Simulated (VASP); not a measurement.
# CsBa3 (Fm-3m) in VASP: single point with LDA

Aim: the single point of CsBa3 with LDA.

Everything below comes from runs of VASP 6.6.1. Logs are shortened: lines on timing, memory, paths and dates and some standing lists are left out, and cuts for length are marked.

### 1 The cell of the first run

It takes space group Fm-3m (No. 225, cubic). The conventional cell has a = 9.863 Å, b = 9.863 Å, c = 9.863 Å, α = 90.00°, β = 90.00°, γ = 90.00°. Within 5.6 Å of Cs (site symmetry m-3m) lie 14 Ba at 4.27 to 4.93 Å. Within 5.6 Å of Ba (site symmetry -43m) lie 4 Cs at 4.27 Å and 10 Ba at 4.27 to 4.93 Å. Within 5.6 Å of Ba (site symmetry m-3m) lie 8 Ba at 4.27 Å and 6 Cs at 4.93 Å.

### 2 Single point, LDA

Input file INCAR:

```
SYSTEM = CsBa3
ALGO     = Normal         ! electronic algorithm
EDIFF    = 1E-6           ! SCF threshold, eV
ENCUT    = 520            ! plane-wave cutoff, eV
ISIF     = 2              ! what is computed and relaxed
ISMEAR   = -1             ! smearing method
LASPH    = .TRUE.         ! aspherical terms in the spheres
LCHARG   = .FALSE.        ! write CHGCAR
LREAL    = .FALSE.        ! projectors in reciprocal space
LWAVE    = .FALSE.        ! write WAVECAR
NBANDS   = 28             ! bands
NELM     = 80             ! most SCF steps
PREC     = Accurate       ! precision mode
SIGMA    = 0.1            ! smearing width, eV
```

Input file KPOINTS:

```
k-points
0
G
  7 7 7
  0 0 0
```

Input file POSCAR:

```
CsBa3
1.0
    6.9742345883      0.0000000000      0.0000000000
    3.4871172941      6.0398643254      0.0000000000
    3.4871172941      2.0132881085      5.6944386959
Cs Ba
1 3
Direct
    0.0000000000      0.0000000000      0.0000000000
    0.2500000000      0.2500000000      0.2500000000
    0.7500000000      0.7500000000      0.7500000000
    0.5000000000      0.5000000000      0.5000000000
```

Potentials or basis: VASP PAW LDA potentials, release 64 (Cs_sv, Ba_sv).

Started as:

```sh
> cat potpaw_LDA.64/Cs_sv/POTCAR potpaw_LDA.64/Ba_sv/POTCAR > POTCAR
> mpirun -np 1 vasp_std > vasp.out
```

OUTCAR:

```text
SYSTEM = CsBa3
   EDIFF = 1E-6
   ENCUT = 520
   ISIF = 2
   ISMEAR = -1
   LASPH = .TRUE.
   LREAL = .FALSE.
   NELM = 80
   PREC = Accurate

 ion  position               nearest neighbor table
   1  0.000  0.000  0.000-
   2  0.250  0.250  0.250-   4 4.27   4 4.27   4 4.27   4 4.27
   3  0.750  0.750  0.750-   4 4.27   4 4.27   4 4.27   4 4.27
   4  0.500  0.500  0.500-   2 4.27   3 4.27   2 4.27   3 4.27   2 4.27   3 4.27   2 4.27   3 4.27

  LATTYP: Found a face centered cubic cell.
 ALAT       =     9.8630571419

  Lattice vectors:

 A1 = (   6.9742345883,   0.0000000000,   0.0000000000)
 A2 = (   3.4871172941,   6.0398643254,   0.0000000000)
 A3 = (   3.4871172941,   2.0132881085,   5.6944386959)

Analysis of symmetry for initial positions (statically):
=====================================================================
 Subroutine PRICEL returns:
 Original cell was already a primitive cell.

 Routine SETGRP: Setting up the symmetry group for a
 face centered cubic supercell.

 Subroutine GETGRP returns: Found 48 space group operations
 (whereof 48 operations were pure point group operations)
 out of a pool of 48 trial point group operations.

The static configuration has the point symmetry O_h .

Analysis of symmetry for dynamics (positions and initial velocities):
=====================================================================
 Subroutine PRICEL returns:
 Original cell was already a primitive cell.

 Routine SETGRP: Setting up the symmetry group for a
 face centered cubic supercell.

 Subroutine GETGRP returns: Found 48 space group operations
 (whereof 48 operations were pure point group operations)
 out of a pool of 48 trial point group operations.

The dynamic configuration has the point symmetry O_h .

 Subroutine INISYM returns: Found 48 space group operations
 (whereof 48 operations are pure point group operations),
 and found     1 'primitive' translations

----------------------------------------------------------------------------------------

                                     Primitive cell

  volume of cell :     239.8693

  direct lattice vectors                    reciprocal lattice vectors
     6.974234588  0.000000000  0.000000000     0.143384910 -0.082783316 -0.058536644
     3.487117294  6.039864325  0.000000000     0.000000000  0.165566633 -0.058536644
     3.487117294  2.013288108  5.694438696     0.000000000  0.000000000  0.175609933

  length of vectors
     6.974234588  6.974234588  6.974234588     0.175609933  0.175609933  0.175609933

  position of ions in fractional coordinates (direct lattice)
     0.000000000  0.000000000  0.000000000
     0.250000000  0.250000000  0.250000000
     0.750000000  0.750000000  0.750000000
     0.500000000  0.500000000  0.500000000

  ion indices of the primitive-cell ions
   primitive index   ion index
                 1           1
                 2           2
                 3           3
                 4           4

----------------------------------------------------------------------------------------

 KPOINTS: k-points

Automatic generation of k-mesh.
 Grid dimensions read from file:
 generate k-points for:    7    7    7

 Generating k-lattice:

  Cartesian coordinates                     Fractional coordinates (reciprocal lattice)
     0.020483559 -0.011826188 -0.008362378     0.142857143  0.000000000 -0.000000000
     0.000000000  0.023652376 -0.008362378     0.000000000  0.142857143  0.000000000
     0.000000000  0.000000000  0.025087133     0.000000000  0.000000000  0.142857143

  Length of vectors
     0.025087133  0.025087133  0.025087133

  Shift w.r.t. Gamma in fractional coordinates (k-lattice)
     0.000000000  0.000000000  0.000000000

 Subroutine IBZKPT returns following result:
 ===========================================

 Found     20 irreducible k-points:

 Following reciprocal coordinates:
            Coordinates               Weight
  0.000000  0.000000  0.000000      1.000000
  0.142857 -0.000000 -0.000000      8.000000
  0.285714 -0.000000  0.000000      8.000000
  0.428571  0.000000  0.000000      8.000000
  0.142857  0.142857  0.000000      6.000000
  0.285714  0.142857  0.000000     24.000000
[... 12 lines left out ...]
 -0.428571  0.428571  0.142857     24.000000
 -0.285714  0.428571  0.142857     24.000000
   k-points           NKPTS =     20   k-points in BZ     NKDIM =     20   number of bands    NBANDS=     28
   number of dos      NEDOS =    301   number of ions     NIONS =      4
   total plane-waves  NPLWV = 157464
   dimension x,y,z NGX =    54 NGY =   54 NGZ =   54
   dimension x,y,z NGXF=   108 NGYF=  108 NGZF=  108
   ions per type =               1   3
   NGX,Y,Z   is equivalent  to a cutoff of  12.87, 12.87, 12.87 a.u.
   NGXF,Y,Z  is equivalent  to a cutoff of  25.74, 25.74, 25.74 a.u.
 SYSTEM =  CsBa3
   PREC   = accura    normal or accurate (medium, high low for compatibility)
   ISTART =      0    job   : 0-new  1-cont  2-samecut
   ICHARG =      2    charge: 1-file 2-atom 10-const
   ISPIN  =      1    spin polarized calculation?
   LNONCOLLINEAR =      F non collinear calculations
   LSORBIT =      F    spin-orbit coupling
   LASPH  =      T    aspherical Exc in radial PAW
   ENCUT  =  520.0 eV  38.22 Ry    6.18 a.u.  12.97 12.97 12.97*2*pi/ulx,y,z
   NELM   =     80;   NELMIN=  2; NELMDL= -5     # of ELM steps
   EDIFF  = 0.1E-05   stopping-criterion for ELM
   LREAL  =      F    real-space projection
   EDIFFG = 0.1E-04   stopping-criterion for IOM
   NSW    =      0    number of steps for IOM
   IBRION =     -1    ionic relax: 0-MD 1-quasi-New 2-CG
   NFREE  =      0    steps in history (QN), initial steepest desc. (CG)
   ISIF   =      2    stress and relaxation
   ISYM   =      2    0-nonsym 1-usesym 2-fastsym
   POTIM  = 0.5000    time-step for ionic-motion
   TEBEG  =    0.0;   TEEND  =   0.0 temperature during run
   PSTRESS=    0.0 pullay stress
   NELECT =      39.0000    total number of electrons
   NUPDOWN=      -1.0000    fix difference up-down
   EMIN   =  10.00;   EMAX   =-10.00  energy-range for DOS
   EFERMI =   0.00;   METHOD = LEGACY
   ISMEAR =    -1;   SIGMA  =   0.10  broadening in eV -4-tet -1-fermi 0-gaus
   EFERMI_NEDOS =   21; number of points for ismear=-14 and -15
   IALGO  =     38    algorithm
   IMIX   =      4    mixing-type and parameters
     AMIX     =   0.40;   BMIX     =  1.00
     AMIX_MAG =   1.60;   BMIX_MAG =  1.00
  volume/ion in A,a.u.               =      59.97       404.68
  Fermi-wavevector in a.u.,A,eV,Ry     =   0.893521  1.688510 10.862619  0.798380
  Thomas-Fermi vector in A             =   2.015609
   LORBIT       =      0    0 simple, 1 ext, 2 COOP (PROOUT), +10 PAW based schemes
   GGA     = CA    functional components
   LHFCALC =     F    Hartree Fock is set to
   AEXX    =    0.0000 exact exchange contribution
   IVDW    =     0    specifies the selected vdW correction
   LEPSILON=     F    determine dielectric tensor
   LRPA    =     F    only Hartree local field effects (RPA)
 non-spin polarized calculation
  energy-cutoff  :      520.00
  volume of cell :      239.87
 maximum number of plane-waves:      6487
 NGX is ok and might be reduce to    54
   NGX = 25   NGY = 25   NGZ = 25

 number of electron      38.9999999 magnetization

 Free energy of the ion-electron system (eV)
  ---------------------------------------------------
  ext. energy  EPLUGINS =         0.00000000
  ---------------------------------------------------
  free energy    TOTEN  =        -7.25668164 eV

  energy without entropy =       -7.03494523  energy(sigma->0) =       -7.14581344

 E-fermi :   1.7401     XC(G=0):  -7.7123

 val. band max:        1.7268151350   @ k =  -0.4286   0.1429   0.0000
 cond. band min:       1.7801928384   @ k =  -0.2857   0.1429   0.0000
 fundamental gap:      0.0533777034
 Fermi energy:         1.7400684557

 k-point     1 :       0.0000    0.0000    0.0000
  band No.  band energies     occupation
      1     -27.1587      2.00000
      2     -27.1391      2.00000
      3     -27.0163      2.00000
      4     -21.0187      2.00000
      5     -12.4206      2.00000
      6     -12.4206      2.00000
[... 20 lines left out ...]
     27       3.8610      0.00000
     28       3.8610      0.00000

 k-point     2 :       0.1429   -0.0000   -0.0000
  band No.  band energies     occupation
      1     -27.1571      2.00000
      2     -27.1396      2.00000
      3     -27.0174      2.00000
      4     -21.0188      2.00000
      5     -12.4492      2.00000
      6     -12.4380      2.00000
[... 20 lines left out ...]
     27       3.7417      0.00000
     28       3.9840      0.00000

 k-point     3 :       0.2857   -0.0000    0.0000
  band No.  band energies     occupation
      1     -27.1529      2.00000
      2     -27.1412      2.00000
      3     -27.0201      2.00000
      4     -21.0191      2.00000
      5     -12.4622      2.00000
      6     -12.4597      2.00000
[... 20 lines left out ...]
     27       3.3921      0.00000
     28       3.8510      0.00000

 k-point     4 :       0.4286    0.0000    0.0000
  band No.  band energies     occupation
      1     -27.1482      2.00000
      2     -27.1437      2.00000
      3     -27.0223      2.00000
      4     -21.0194      2.00000
      5     -12.4723      2.00000
      6     -12.4723      2.00000
[... 454 lines left out ...]
     27       3.1138      0.00000
     28       3.4037      0.00000

 k-point    19 :      -0.4286    0.4286    0.1429
  band No.  band energies     occupation
      1     -27.1464      2.00000
      2     -27.1433      2.00000
      3     -27.0246      2.00000
      4     -21.0196      2.00000
      5     -12.5330      2.00000
      6     -12.5075      2.00000
[... 20 lines left out ...]
     27       3.3663      0.00000
     28       3.6878      0.00000

 k-point    20 :      -0.2857    0.4286    0.1429
  band No.  band energies     occupation
      1     -27.1449      2.00000
      2     -27.1446      2.00000
      3     -27.0248      2.00000
      4     -21.0197      2.00000
      5     -12.5299      2.00000
      6     -12.4791      2.00000
[... 20 lines left out ...]
     27       3.1458      0.00000
     28       3.3837      0.00000

------------------------ aborting loop because EDIFF is reached ----------------------------------------

  FORCE on cell =-STRESS in cart. coord.  units (eV):
  Direction    XX          YY          ZZ          XY          YZ          ZX
  --------------------------------------------------------------------------------------
  -------------------------------------------------------------------------------------
  Total       -0.0532265     -0.0532265     -0.0532265      0.0000000     -0.0000000      0.0000000
  in kB       -0.3555195     -0.3555195     -0.3555195      0.0000000     -0.0000000      0.0000000
  external PRESSURE =      -0.3555195 kB  Pullay stress =       0.0000000 kB

 VOLUME and BASIS-vectors are now :
 -----------------------------------------------------------------------------
  energy-cutoff  :      520.00
  volume of cell :      239.87
      direct lattice vectors                 reciprocal lattice vectors
     6.974234588  0.000000000  0.000000000     0.143384910 -0.082783316 -0.058536644
     3.487117294  6.039864325  0.000000000     0.000000000  0.165566633 -0.058536644
     3.487117294  2.013288108  5.694438696     0.000000000  0.000000000  0.175609933

 POSITION                                       TOTAL-FORCE (eV/Angst)
 -----------------------------------------------------------------------------------
      0.00000      0.00000      0.00000        -0.000000      0.000000      0.000000
      3.48712      2.01329      1.42361         0.000000     -0.000000      0.000000
     10.46135      6.03986      4.27083        -0.000000      0.000000     -0.000000
      6.97423      4.02658      2.84722        -0.000000      0.000000      0.000000
 -----------------------------------------------------------------------------------
    total drift:                               -0.000000      0.000000      0.000000

  FREE ENERGIE OF THE ION-ELECTRON SYSTEM (eV)
  ---------------------------------------------------
  free  energy   TOTEN  =        -7.2566816430 eV

  energy  without entropy=       -7.0349452281  energy(sigma->0) =       -7.14581344
```

Wall time 64 s (1 thread of Intel Xeon 6975P-C (Granite Rapids), shared host); peak memory 0.36 GiB.

Results:

* Free energy: -7.2567 eV
* Pressure: 0.0 GPa
* Band gap on the k mesh: zero (an odd number of electrons rules out a gap without spin polarisation)

Levels at points of the mesh, in eV from the Fermi level:
```csv
k point,band 16,band 17,band 18,band 19,band 20,band 21,band 22,band 23,band 24,band 25
"(0.00, 0.00, 0.00)",-9.67,-2.60,-0.50,-0.50,0.73,0.73,0.73,0.75,0.75,0.75
```

Caveat: spin-orbit coupling is left out, which moves the levels of the heavy elements.
